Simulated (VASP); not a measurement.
# Si3C (Pmmm) in VASP: a series of runs, part 3 of 3

VASP 6.6.1. The steps go on from the part before.

## Step 6: Relaxation of cell and atoms, PBE

INCAR reads:

```
SYSTEM = Si3C
  PREC = Accurate
  ENCUT = 600
  EDIFF = 1E-6
  ISMEAR = 0
  SIGMA = 0.1
  LREAL = .FALSE.
  LASPH = .TRUE.
  NELM = 100
  ALGO = Normal
  ISIF = 3
  LWAVE = .FALSE.
  LCHARG = .FALSE.
  GGA = PE
  IBRION = 2
  NSW = 90
  EDIFFG = -0.04
```

KPOINTS reads:

```
regular mesh
0
G
  6 6 4
  0 0 0
```

POSCAR reads:

```
Si3C
1.0
    2.5127878548      0.0000000000      0.0000000000
    0.0000000000      2.7996740524      0.0000000000
    0.0000000000      0.0000000000      7.3613588199
Si C
3 1
Direct
    0.0000000000      0.5000000000      0.1815955687
    0.0000000000      0.0000000000      0.5000000000
    0.0000000000      0.5000000000      0.8184044313
    0.0000000000      0.0000000000      0.0000000000
```

Potentials or basis: VASP PAW PBE potentials, release 64 (Si, C).

On the command line:

```console
> cat potpaw_PBE.64/Si/POTCAR potpaw_PBE.64/C/POTCAR > POTCAR
> mpirun -np 1 vasp_std > vasp.out
```

OUTCAR:

```text
SYSTEM = Si3C
   PREC = Accurate
   ENCUT = 600
   EDIFF = 1E-6
   ISMEAR = 0
   LREAL = .FALSE.
   LASPH = .TRUE.
   NELM = 100
   ISIF = 3
   GGA = PE
   IBRION = 2
   NSW = 90
   EDIFFG = -0.04

 ion  position               nearest neighbor table
   1  0.000  0.500  0.182-   4 1.94   4 1.94   3 2.67   2 2.73   2 2.73
   2  0.000  0.000  0.500-   1 2.73   3 2.73   1 2.73   3 2.73
   3  0.000  0.500  0.818-   4 1.94   4 1.94   1 2.67   2 2.73   2 2.73
   4  0.000  0.000  0.000-   1 1.94   3 1.94   1 1.94   3 1.94

  LATTYP: Found a simple orthorhombic cell.
 ALAT       =     2.5127878548
 B/A-ratio  =     1.1141704808
 C/A-ratio  =     2.9295584209

  Lattice vectors:

 A1 = (   2.5127878548,   0.0000000000,   0.0000000000)
 A2 = (   0.0000000000,   2.7996740524,   0.0000000000)
 A3 = (   0.0000000000,   0.0000000000,   7.3613588199)

Analysis of symmetry for initial positions (statically):
=====================================================================
 Subroutine PRICEL returns:
 Original cell was already a primitive cell.

 Routine SETGRP: Setting up the symmetry group for a
 simple orthorhombic supercell.

 Subroutine GETGRP returns: Found  8 space group operations
 (whereof  8 operations were pure point group operations)
 out of a pool of  8 trial point group operations.

The static configuration has the point symmetry D_2h.

Analysis of symmetry for dynamics (positions and initial velocities):
=====================================================================
 Subroutine PRICEL returns:
 Original cell was already a primitive cell.

 Routine SETGRP: Setting up the symmetry group for a
 simple orthorhombic supercell.

 Subroutine GETGRP returns: Found  8 space group operations
 (whereof  8 operations were pure point group operations)
 out of a pool of  8 trial point group operations.

The dynamic configuration has the point symmetry D_2h.

 Subroutine INISYM returns: Found  8 space group operations
 (whereof  8 operations are pure point group operations),
 and found     1 'primitive' translations

----------------------------------------------------------------------------------------

                                     Primitive cell

  volume of cell :      51.7871

  direct lattice vectors                    reciprocal lattice vectors
     2.512787855  0.000000000  0.000000000     0.397964356  0.000000000  0.000000000
     0.000000000  2.799674052  0.000000000     0.000000000  0.357184437  0.000000000
     0.000000000  0.000000000  7.361358820     0.000000000  0.000000000  0.135844485

  length of vectors
     2.512787855  2.799674052  7.361358820     0.397964356  0.357184437  0.135844485

  position of ions in fractional coordinates (direct lattice)
     0.000000000  0.500000000  0.181595569
     0.000000000  0.000000000  0.500000000
     0.000000000  0.500000000  0.818404431
     0.000000000  0.000000000  0.000000000

  ion indices of the primitive-cell ions
   primitive index   ion index
                 1           1
                 2           2
                 3           3
                 4           4

----------------------------------------------------------------------------------------

 KPOINTS: regular mesh
[... 74 lines left out ...]
   ISIF   =      3    stress and relaxation
   ISYM   =      2    0-nonsym 1-usesym 2-fastsym
   POTIM  = 0.5000    time-step for ionic-motion
   TEBEG  =    0.0;   TEEND  =   0.0 temperature during run
   PSTRESS=    0.0 pullay stress
   NELECT =      16.0000    total number of electrons
   NUPDOWN=      -1.0000    fix difference up-down
   EMIN   =  10.00;   EMAX   =-10.00  energy-range for DOS
   EFERMI =   0.00;   METHOD = LEGACY
   ISMEAR =     0;   SIGMA  =   0.10  broadening in eV -4-tet -1-fermi 0-gaus
   EFERMI_NEDOS =   21; number of points for ismear=-14 and -15
   IALGO  =     38    algorithm
   IMIX   =      4    mixing-type and parameters
     AMIX     =   0.40;   BMIX     =  1.00
     AMIX_MAG =   1.60;   BMIX_MAG =  1.00
  volume/ion in A,a.u.               =      12.95        87.37
  Fermi-wavevector in a.u.,A,eV,Ry     =   1.106728  2.091413 16.665066  1.224848
  Thomas-Fermi vector in A             =   2.243233
   LORBIT       =      0    0 simple, 1 ext, 2 COOP (PROOUT), +10 PAW based schemes
   GGA     = PE    functional components
   LHFCALC =     F    Hartree Fock is set to
   AEXX    =    0.0000 exact exchange contribution
   IVDW    =     0    specifies the selected vdW correction
   LEPSILON=     F    determine dielectric tensor
   LRPA    =     F    only Hartree local field effects (RPA)
 conjugate gradient relaxation of ions
 non-spin polarized calculation
 Gauss-broadening in eV      SIGMA  =   0.10
  energy-cutoff  :      600.00
  volume of cell :       51.79
 maximum number of plane-waves:      1746
   NGX = 11   NGY = 11   NGZ = 29

--------------------------------------- Ionic step        1  -------------------------------------------

 number of electron      16.0000000 magnetization

 Free energy of the ion-electron system (eV)
  ---------------------------------------------------
  ext. energy  EPLUGINS =         0.00000000
  ---------------------------------------------------
  free energy    TOTEN  =       -22.79665764 eV

  energy without entropy =      -22.78746418  energy(sigma->0) =      -22.79206091

------------------------ aborting loop because EDIFF is reached ----------------------------------------

  FORCE on cell =-STRESS in cart. coord.  units (eV):
  Direction    XX          YY          ZZ          XY          YZ          ZX
  --------------------------------------------------------------------------------------
  -------------------------------------------------------------------------------------
  Total        0.7585162      0.3541126     -1.0106721     -0.0000000      0.0000000      0.0000000
  in kB       23.4668161     10.9554615    -31.2679633     -0.0000000      0.0000000      0.0000000
  external PRESSURE =       1.0514381 kB  Pullay stress =       0.0000000 kB
[... 95 lines left out ...]
  FREE ENERGIE OF THE ION-ELECTRON SYSTEM (eV)
  ---------------------------------------------------
  free  energy   TOTEN  =       -22.8127208547 eV

  energy  without entropy=      -22.8057463788  energy(sigma->0) =      -22.80923362

[... ionic steps 4 to 14 ...]

--------------------------------------- Ionic step       15  -------------------------------------------

 number of electron      15.9999999 magnetization

------------------------ aborting loop because EDIFF is reached ----------------------------------------
[... 71 lines left out ...]
--------------------------------------- Ionic step       17  -------------------------------------------

 number of electron      15.9999999 magnetization

 Free energy of the ion-electron system (eV)
  ---------------------------------------------------
  ext. energy  EPLUGINS =         0.00000000
  ---------------------------------------------------
  free energy    TOTEN  =       -22.82873310 eV

  energy without entropy =      -22.82473516  energy(sigma->0) =      -22.82673413

 E-fermi :   9.0592     XC(G=0): -11.1134

 val. band max:        9.0130304542   @ k =   0.1667   0.3333   0.5000
 cond. band min:       9.1505068414   @ k =   0.3333   0.3333   0.5000
 fundamental gap:      0.1374763872
 Fermi energy:         9.0591735966

 k-point     1 :       0.0000    0.0000    0.0000
  band No.  band energies     occupation
      1      -6.9782      2.00000
      2      -2.6752      2.00000
      3      -2.4070      2.00000
      4       4.6767      2.00000
      5       5.6854      2.00000
      6       5.9838      2.00000
      7      10.1516      0.00000
      8      11.4973      0.00000
      9      12.4489      0.00000
     10      12.8621      0.00000
     11      13.6915      0.00000
     12      14.9436      0.00000
[... 331 lines left out ...]
 k-point    24 :       0.5000    0.1667    0.2500
  band No.  band energies     occupation
      1      -3.8512      2.00000
      2       0.7899      2.00000
      3       1.6812      2.00000
      4       2.8772      2.00000
      5       3.8878      2.00000
      6       5.3522      2.00000
      7       6.3281      2.00000
      8       6.3285      2.00000
      9       9.5996      0.00000
     10      11.7608      0.00000
     11      12.4623      0.00000
     12      13.7313      0.00000

 [... further k-points ...]

------------------------ aborting loop because EDIFF is reached ----------------------------------------

  FORCE on cell =-STRESS in cart. coord.  units (eV):
  Direction    XX          YY          ZZ          XY          YZ          ZX
  --------------------------------------------------------------------------------------
  -------------------------------------------------------------------------------------
  Total        0.0566864     -0.1115473      0.0103219     -0.0000000      0.0000000      0.0000000
  in kB        1.7490176     -3.4417078      0.3184752     -0.0000000      0.0000000      0.0000000
  external PRESSURE =      -0.4580717 kB  Pullay stress =       0.0000000 kB
[... 19 lines left out ...]
  FREE ENERGIE OF THE ION-ELECTRON SYSTEM (eV)
  ---------------------------------------------------
  free  energy   TOTEN  =       -22.8287330983 eV

  energy  without entropy=      -22.8247351609  energy(sigma->0) =      -22.82673413

 reached required accuracy - stopping structural energy minimisation
```

OSZICAR:

```text
N       E                     dE             d eps       ncg     rms          rms(c)
DAV:   1     0.327321818812E+02    0.32732E+02   -0.74484E+03  1152   0.132E+03
DAV:   2    -0.211655299282E+02   -0.53898E+02   -0.49500E+02  1512   0.163E+02
DAV:   3    -0.243197715771E+02   -0.31542E+01   -0.30723E+01  1464   0.378E+01
DAV:   4    -0.243670284443E+02   -0.47257E-01   -0.47156E-01  1380   0.540E+00
[... 131 lines left out ...]
DAV:   1    -0.228287537627E+02   -0.12900E-03   -0.11326E-03  1220   0.249E-01    0.232E-02
DAV:   2    -0.228287383559E+02    0.15407E-04   -0.67231E-05  1376   0.689E-02    0.118E-02
DAV:   3    -0.228287343491E+02    0.40068E-05   -0.97674E-06  1268   0.225E-02    0.658E-03
DAV:   4    -0.228287330967E+02    0.12524E-05   -0.26087E-06   872   0.112E-02    0.122E-03
DAV:   5    -0.228287330983E+02   -0.16095E-08   -0.38086E-07   576   0.473E-03
  17 F= -.22828733E+02 E0= -.22826734E+02  d E =-.108346E-03
```

Wall time 2 min (1 thread of AMD EPYC 9R45 (Zen 5), shared host); peak memory 0.15 GiB.

What came out:

| Quantity | Value |
| --- | --- |
| Free energy | -22.8287 eV |
| Relaxed volume | 12.98 Å³/atom |
| Relaxed cell | a = 2.589 Å, b = 2.860 Å, c = 7.013 Å, α = 90.00°, β = 90.00°, γ = 90.00° |
| Space group after relaxing (to 0.1 Å) | Pmmm (No. 47) |
| Energy gained by relaxing | 8.0 meV/atom |
| Ionic steps | 17 |
| Pressure after relaxing | 0.0 GPa |
| Largest force after relaxing | 0.012 eV/Å |
| Band gap on the k mesh | zero (bands 8 and 9 overlap by 4.65 eV) |

Forces on the atoms (eV/Å):
```
Si   0.000  0.000 -0.012
Si   0.000  0.000  0.000
Si   0.000  0.000  0.012
C    0.000  0.000  0.000
```

The path:
```
step  energy change (eV)  largest force (eV/Å)  pressure (GPa)  volume (Å³)
   1              0.0000                0.0334            0.11        51.79
   2             -0.0147                0.1314            0.56        51.84
   3             -0.0161                0.2038            0.79        51.86
   4             -0.0195                0.0375           -0.59        52.39
   5             -0.0195                0.0479           -0.50        52.35
   6             -0.0211                0.0379           -0.26        52.21
   7             -0.0261                0.0078            0.41        51.79
   8             -0.0171                0.3114            1.88        50.92
   9             -0.0279                0.0666            0.68        51.60
  10             -0.0282                0.1230            0.88        51.46
  11             -0.0287                0.1354            0.86        51.45
  12             -0.0291                0.1516            0.85        51.44
  13             -0.0298                0.1362            0.73        51.50
  14             -0.0312                0.0892            0.37        51.68
  15             -0.0318                0.0112           -0.32        52.05
  16             -0.0320                0.0214           -0.11        51.93
  17             -0.0321                0.0122           -0.05        51.93
```

Final structure:
```
Si C
1.0
     2.58876    0.00000    0.00000
     0.00000    2.86036    0.00000
     0.00000    0.00000    7.01266
Si C
3 1
Direct
  0.00000 0.50000 0.18716
  0.00000 0.00000 0.50000
  0.00000 0.50000 0.81284
  0.00000 0.00000 0.00000
```

Caveat: the k points lie up to 0.40 Å⁻¹ apart in the final cell, too coarse for converged energies and pressures of a metal.

## Step 7: Overview

```csv
task,cell,k mesh,cutoff (eV),gap on the mesh (eV),pressure (GPa),relaxed volume (Å³/atom),largest force (eV/Å)
single point,"a = 2.513, b = 2.800, c = 7.361 Å, 4 atoms, atomic positions A",6 × 6 × 2,520,none,0.1,-,0.01
single point,"a = 2.497, b = 2.579, c = 9.267 Å, 4 atoms, atomic positions B",6 × 6 × 2,520,none,-10.3,-,1.52
single point,"a = 2.591, b = 2.855, c = 7.024 Å, 4 atoms, atomic positions C",6 × 6 × 4,520,none,0.0,-,0.02
relaxation of cell and atoms,"relaxed from a = 2.497, b = 2.579, c = 9.267 Å, 4 atoms, atomic positions B",6 × 6 × 2,600,none,-0.1,12.97,-
relaxation of cell and atoms,"relaxed from a = 2.513, b = 2.800, c = 7.361 Å, 4 atoms, atomic positions A",6 × 6 × 4,600,none,0.0,12.98,0.01
```

Alike in all rows: level PBE; potentials or basis VASP PAW PBE potentials, release 64 (Si, C); no spin polarisation; smearing gaussian 0.1 eV.

Caveats: all runs use coarse meshes; forces of over 1 eV/Å act on the atoms, so gaps and moduli don't describe the material at rest (at least some runs); a cell axis changed by over 15 % at a fixed basis, so the end point is rough (at least some runs).

Absolute energies hang on the potentials; compare differences alone.
